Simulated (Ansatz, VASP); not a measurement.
# Two plane-wave programs on Re

```
CELL_PARAMETERS angstrom
0.00000 1.95763 1.95763
1.95763 0.00000 1.95763
1.95763 1.95763 0.00000
ATOMIC_POSITIONS crystal
Re 0.50000 0.50000 0.50000
```

Alike in both runs: functional PBE; k mesh 24 × 24 × 24; occupations gaussian, width 0.1 eV; no spin polarisation.

Ansatz relaxed the structure, and its values are those at the end. VASP's run is a single point on that final structure, the one shown.

|  | VASP | Ansatz |
| --- | --- | --- |
| version | VASP 6.6.1 | Ansatz 0.2.0 |
| potentials or method | VASP PAW PBE potentials, release 64 (Re), cutoff 520 eV | scalar-relativistic, plane waves, PAW |
| valence electrons in the cell | 7 | 15 |

|  | VASP | Ansatz | Ansatz less VASP |
| --- | --- | --- | --- |
| gap on the k mesh at the Fermi level (eV) | none | none | - |
| pressure (GPa) | -0.6 | 0.0 | +0.58 |

A gap of «none» marks a metal or a gap that the smearing closes. VASP's potentials hold 7 valence electrons a cell and Ansatz's 15, so a difference there can come from the potentials and not from the codes.

Spin-orbit coupling is off throughout.
